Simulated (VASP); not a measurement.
# GaSb3 (C2/m) in VASP: notebook

The runs below take GaSb3 through single point, with LDA.

Program: VASP 6.6.1. These are calculated values, not measurements. Logs are shortened: lines on timing, memory, paths and dates and some standing lists are left out, and cuts for length are marked.

## Step 1: The cell of the first run

The structure is monoclinic, space group C2/m (No. 12). The conventional cell has a = 7.247 Å, b = 7.244 Å, c = 5.275 Å, α = 90.00°, β = 130.41°, γ = 90.00°. Ga (site symmetry 2/m) has 14 Sb at 3.20 to 4.02 Å within 4.2 Å. Sb (site symmetry 2) has 4 Ga at 3.20 to 3.31 Å and 10 Sb at 3.20 to 4.02 Å within 4.2 Å. Sb (site symmetry 2/m) has 8 Sb at 3.20 to 3.31 Å and 6 Ga at 3.62 to 4.02 Å within 4.2 Å.

## Step 2: Single point, LDA (engineering shear strain xz -0.0533, normal strain along z +0.1100)

INCAR

```
PREC = Accurate ; ENCUT = 520
EDIFF = 1E-6 ; ISMEAR = 0
SIGMA = 0.15 ; LREAL = False
LASPH = True ; NELM = 100
ALGO = Normal ; ISIF = 2
LWAVE = False ; LCHARG = False
GGA = CA ; NBANDS = 22
```

KPOINTS

```
Automatic mesh
0
Gamma
  10 10 10
```

POSCAR

```
GaSb3
1.0
   -0.0965263301      3.6220011279      4.0204212520
    3.5254747978      0.0000000000      3.9238949219
    3.6220011279      3.6220011279     -0.0965263301
Ga Sb
1 3
Direct
    0.0000000000      0.0000000000      0.0000000000
    0.2500000000      0.2500000000      0.2500000000
    0.7500000000      0.7500000000      0.7500000000
    0.5000000000      0.5000000000      0.5000000000
```

Potentials or basis: VASP PAW LDA potentials, release 64 (Ga_d, Sb).

Run with:

```
$ cat potpaw_LDA.64/Ga_d/POTCAR potpaw_LDA.64/Sb/POTCAR > POTCAR
$ mpirun -np 1 vasp_std > vasp.out
```

OUTCAR:

```text
PREC = Accurate
   ENCUT = 520
   EDIFF = 1E-6
   ISMEAR = 0
   LREAL = False
   LASPH = True
   NELM = 100
   ISIF = 2
   GGA = CA

 ion  position               nearest neighbor table
   1  0.000  0.000  0.000-   3 3.20   2 3.20   3 3.20   2 3.20   3 3.31   2 3.31   3 3.31   2 3.31

   2  0.250  0.250  0.250-   1 3.20   1 3.20   4 3.20   4 3.20   1 3.31   4 3.31   1 3.31   4 3.31
                             3 3.62   3 3.62   3 3.62   3 3.62
   3  0.750  0.750  0.750-   4 3.20   1 3.20   4 3.20   1 3.20   4 3.31   1 3.31   4 3.31   1 3.31
                             2 3.62   2 3.62   2 3.62   2 3.62
   4  0.500  0.500  0.500-   2 3.20   2 3.20   3 3.20   3 3.20   2 3.31   3 3.31   2 3.31   3 3.31

  LATTYP: Found a base centered monoclinic cell.
 ALAT       =     7.2465742259
 B/A-ratio  =     0.9996450778
 C/A-ratio  =     0.7279340786
 COS(beta)  =    -0.6482787633

  Lattice vectors:

 A1 = (  -3.6220011279,   3.6220011279,   0.0965263301)
 A2 = (  -3.6220011279,  -3.6220011279,   0.0965263301)
 A3 = (   3.5254747978,   0.0000000000,   3.9238949219)

Analysis of symmetry for initial positions (statically):
=====================================================================
 Subroutine PRICEL returns:
 Original cell was already a primitive cell.

 Routine SETGRP: Setting up the symmetry group for a
 base centered monoclinic supercell.

 Subroutine GETGRP returns: Found  4 space group operations
 (whereof  4 operations were pure point group operations)
 out of a pool of  4 trial point group operations.

The static configuration has the point symmetry C_2h.

Analysis of symmetry for dynamics (positions and initial velocities):
=====================================================================
 Subroutine PRICEL returns:
 Original cell was already a primitive cell.

 Routine SETGRP: Setting up the symmetry group for a
 base centered monoclinic supercell.

 Subroutine GETGRP returns: Found  4 space group operations
 (whereof  4 operations were pure point group operations)
 out of a pool of  4 trial point group operations.

The dynamic configuration has the point symmetry C_2h.

 Subroutine INISYM returns: Found  4 space group operations
 (whereof  4 operations are pure point group operations),
 and found     1 'primitive' translations

----------------------------------------------------------------------------------------

                                     Primitive cell

  volume of cell :     105.4195

  direct lattice vectors                    reciprocal lattice vectors
    -0.096526330  3.622001128  4.020421252    -0.134817168  0.138045236  0.121128251
     3.525474798  0.000000000  3.923894922     0.141450071 -0.138045236  0.127761153
     3.622001128  3.622001128 -0.096526330     0.134817168  0.138045236 -0.121128251

  length of vectors
     5.412208103  5.275028332  5.123192527     0.227824953  0.235345537  0.227824953

  position of ions in fractional coordinates (direct lattice)
     0.000000000  0.000000000  0.000000000
     0.250000000  0.250000000  0.250000000
     0.750000000  0.750000000  0.750000000
     0.500000000  0.500000000  0.500000000

  ion indices of the primitive-cell ions
   primitive index   ion index
                 1           1
                 2           2
                 3           3
                 4           4

----------------------------------------------------------------------------------------

 KPOINTS: Automatic mesh

Automatic generation of k-mesh.
 Grid dimensions read from file:
 generate k-points for:   10   10   10

 Generating k-lattice:

  Cartesian coordinates                     Fractional coordinates (reciprocal lattice)
    -0.013481717  0.013804524  0.012112825     0.100000000  0.000000000 -0.000000000
     0.014145007 -0.013804524  0.012776115     0.000000000  0.100000000  0.000000000
     0.013481717  0.013804524 -0.012112825     0.000000000  0.000000000  0.100000000

  Length of vectors
     0.022782495  0.023534554  0.022782495

  Shift w.r.t. Gamma in fractional coordinates (k-lattice)
     0.000000000  0.000000000  0.000000000

 Subroutine IBZKPT returns following result:
 ===========================================

 Found    282 irreducible k-points:

 Following reciprocal coordinates:
            Coordinates               Weight
  0.000000  0.000000  0.000000      1.000000
  0.100000  0.000000 -0.000000      4.000000
  0.200000  0.000000 -0.000000      4.000000
  0.300000  0.000000 -0.000000      4.000000
  0.400000 -0.000000 -0.000000      4.000000
  0.500000 -0.000000 -0.000000      2.000000
[... 16 lines left out ...]
 -0.400000  0.200000 -0.000000      4.000000
 -0.300000  0.200000 -0.000000      4.000000
 [... further k-points ...]
   k-points           NKPTS =    282   k-points in BZ     NKDIM =    282   number of bands    NBANDS=     22
   number of dos      NEDOS =    301   number of ions     NIONS =      4
   total plane-waves  NPLWV =  64000
   dimension x,y,z NGX =    40 NGY =   40 NGZ =   40
   dimension x,y,z NGXF=    80 NGYF=   80 NGZF=   80
   ions per type =               1   3
   NGX,Y,Z   is equivalent  to a cutoff of  12.29, 12.61, 12.98 a.u.
   NGXF,Y,Z  is equivalent  to a cutoff of  24.57, 25.21, 25.96 a.u.
 SYSTEM =  unknown system
   PREC   = accura    normal or accurate (medium, high low for compatibility)
   ISTART =      0    job   : 0-new  1-cont  2-samecut
   ICHARG =      2    charge: 1-file 2-atom 10-const
   ISPIN  =      1    spin polarized calculation?
   LNONCOLLINEAR =      F non collinear calculations
   LSORBIT =      F    spin-orbit coupling
   LASPH  =      T    aspherical Exc in radial PAW
   ENCUT  =  520.0 eV  38.22 Ry    6.18 a.u.  10.06  9.81  9.53*2*pi/ulx,y,z
   NELM   =    100;   NELMIN=  2; NELMDL= -5     # of ELM steps
   EDIFF  = 0.1E-05   stopping-criterion for ELM
   LREAL  =      F    real-space projection
   EDIFFG = 0.1E-04   stopping-criterion for IOM
   NSW    =      0    number of steps for IOM
   IBRION =     -1    ionic relax: 0-MD 1-quasi-New 2-CG
   NFREE  =      0    steps in history (QN), initial steepest desc. (CG)
   ISIF   =      2    stress and relaxation
   ISYM   =      2    0-nonsym 1-usesym 2-fastsym
   POTIM  = 0.5000    time-step for ionic-motion
   TEBEG  =    0.0;   TEEND  =   0.0 temperature during run
   PSTRESS=    0.0 pullay stress
   NELECT =      28.0000    total number of electrons
   NUPDOWN=      -1.0000    fix difference up-down
   EMIN   =  10.00;   EMAX   =-10.00  energy-range for DOS
   EFERMI =   0.00;   METHOD = LEGACY
   ISMEAR =     0;   SIGMA  =   0.15  broadening in eV -4-tet -1-fermi 0-gaus
   EFERMI_NEDOS =   21; number of points for ismear=-14 and -15
   IALGO  =     38    algorithm
   IMIX   =      4    mixing-type and parameters
     AMIX     =   0.40;   BMIX     =  1.00
     AMIX_MAG =   1.60;   BMIX_MAG =  1.00
  volume/ion in A,a.u.               =      26.35       177.85
  Fermi-wavevector in a.u.,A,eV,Ry     =   1.052335  1.988624 15.067207  1.107408
  Thomas-Fermi vector in A             =   2.187413
   LORBIT       =      0    0 simple, 1 ext, 2 COOP (PROOUT), +10 PAW based schemes
   GGA     = CA    functional components
   LHFCALC =     F    Hartree Fock is set to
   AEXX    =    0.0000 exact exchange contribution
   IVDW    =     0    specifies the selected vdW correction
   LEPSILON=     F    determine dielectric tensor
   LRPA    =     F    only Hartree local field effects (RPA)
 non-spin polarized calculation
 Gauss-broadening in eV      SIGMA  =   0.15
  energy-cutoff  :      520.00
  volume of cell :      105.42
 maximum number of plane-waves:      2862
   NGX = 21   NGY = 19   NGZ = 19

 number of electron      27.9999994 magnetization

 Free energy of the ion-electron system (eV)
  ---------------------------------------------------
  ext. energy  EPLUGINS =         0.00000000
  ---------------------------------------------------
  free energy    TOTEN  =       -17.10341955 eV

  energy without entropy =      -17.07271412  energy(sigma->0) =      -17.08806683

 E-fermi :   7.1232     XC(G=0): -10.2963

 val. band max:        7.1203057908   @ k =   0.1000  -0.3000   0.3000
 cond. band min:       7.1266733831   @ k =  -0.3000   0.1000   0.3000
 fundamental gap:      0.0063675923
 Fermi energy:         7.1231665955

 k-point     1 :       0.0000    0.0000    0.0000
  band No.  band energies     occupation
      1      -7.7637      2.00000
      2      -7.7582      2.00000
      3      -7.7568      2.00000
      4      -7.7522      2.00000
      5      -7.7420      2.00000
      6      -5.2185      2.00000
[... 14 lines left out ...]
     21      13.0121      0.00000
     22      13.6968      0.00000

 k-point     2 :       0.1000    0.0000   -0.0000
  band No.  band energies     occupation
      1      -7.7636      2.00000
      2      -7.7583      2.00000
      3      -7.7568      2.00000
      4      -7.7523      2.00000
      5      -7.7420      2.00000
      6      -5.1461      2.00000
[... 14 lines left out ...]
     21      12.4563      0.00000
     22      13.3977      0.00000

 k-point     3 :       0.2000    0.0000   -0.0000
  band No.  band energies     occupation
      1      -7.7634      2.00000
      2      -7.7588      2.00000
      3      -7.7565      2.00000
      4      -7.7528      2.00000
      5      -7.7419      2.00000
      6      -4.9307      2.00000
[... 14 lines left out ...]
     21      12.3139      0.00000
     22      12.6422      0.00000
[... 476 lines left out ...]
 k-point    23 :      -0.4000    0.2000   -0.0000
  band No.  band energies     occupation
      1      -7.7641      2.00000
      2      -7.7600      2.00000
      3      -7.7553      2.00000
      4      -7.7530      2.00000
      5      -7.7423      2.00000
      6      -3.5585      2.00000
[... 14 lines left out ...]
     21      12.2306      0.00000
     22      14.8335      0.00000

 k-point    24 :      -0.3000    0.2000   -0.0000
  band No.  band energies     occupation
      1      -7.7630      2.00000
      2      -7.7609      2.00000
      3      -7.7560      2.00000
      4      -7.7530      2.00000
      5      -7.7419      2.00000
      6      -3.9354      2.00000
[... 14 lines left out ...]
     21      11.7688      0.00000
     22      14.7263      0.00000

 [... further k-points ...]

------------------------ aborting loop because EDIFF is reached ----------------------------------------

  FORCE on cell =-STRESS in cart. coord.  units (eV):
  Direction    XX          YY          ZZ          XY          YZ          ZX
  --------------------------------------------------------------------------------------
  -------------------------------------------------------------------------------------
  Total       -2.8805819     -2.9573405     -3.4744898      0.0000000      0.0000000      0.1992530
  in kB      -43.7794255    -44.9460116    -52.8057077      0.0000000      0.0000000      3.0282709
  external PRESSURE =     -47.1770483 kB  Pullay stress =       0.0000000 kB

 VOLUME and BASIS-vectors are now :
 -----------------------------------------------------------------------------
  energy-cutoff  :      520.00
  volume of cell :      105.42
      direct lattice vectors                 reciprocal lattice vectors
    -0.096526330  3.622001128  4.020421252    -0.134817168  0.138045236  0.121128251
     3.525474798  0.000000000  3.923894922     0.141450071 -0.138045236  0.127761153
     3.622001128  3.622001128 -0.096526330     0.134817168  0.138045236 -0.121128251

 POSITION                                       TOTAL-FORCE (eV/Angst)
 -----------------------------------------------------------------------------------
      0.00000      0.00000      0.00000        -0.000000     -0.000000      0.000000
      1.76274      1.81100      1.96195        -0.000000     -0.086309      0.000000
      5.28821      5.43300      5.88584         0.000000      0.086309     -0.000000
      3.52547      3.62200      3.92389         0.000000      0.000000      0.000000
 -----------------------------------------------------------------------------------
    total drift:                               -0.000000      0.000000      0.000000

  FREE ENERGIE OF THE ION-ELECTRON SYSTEM (eV)
  ---------------------------------------------------
  free  energy   TOTEN  =       -17.1034195450 eV

  energy  without entropy=      -17.0727141247  energy(sigma->0) =      -17.08806683
```

Run time: 15 min. Hardware: 1 thread of AMD EPYC 7R43 (Zen 3), shared host; peak memory 0.61 GiB.

What came out:

```
Free energy            : -17.1034 eV
Pressure               : -4.7 GPa
Largest force          : 0.086 eV/Å
Band gap on the k mesh : zero (bands 14 and 15 overlap by 3.95 eV)
```

Forces in eV/Å, atoms in the order of the input:
```
Ga   0.000  0.000  0.000
Sb   0.000 -0.086  0.000
Sb   0.000  0.086  0.000
Sb   0.000  0.000  0.000
```

Levels at points of the mesh, in eV from the Fermi level:
```
           k point  band 11  band 12  band 13  band 14  band 15  band 16  band 17  band 18
(0.00, 0.00, 0.00)    -2.68    -2.58    -2.22    -2.20    -2.00    -0.91    -0.22    -0.18
(0.50, 0.00, 0.00)    -3.11    -2.59    -2.26    -0.45    -0.11     1.51     2.47     2.60
(0.00, 0.50, 0.00)    -3.26    -2.60    -2.36    -0.47    -0.11     1.83     2.52     2.79
(0.50, 0.50, 0.00)    -4.84     0.78     1.13     1.23     1.31     1.68     2.05     2.05
(0.50, 0.00, 0.50)    -5.00     0.14     0.18     0.28     1.02     1.78     2.33     2.64
(0.00, 0.50, 0.50)    -5.04    -0.12     0.03     0.60     1.15     1.75     2.30     2.67
```

Caveat: the cell differs from its parent crystal (engineering shear strain xz -0.0533, normal strain along z +0.1100); the cell stands under tension; spin-orbit coupling is left out, which moves the levels of the heavy elements.

(Part 1 of 3 ends here.)
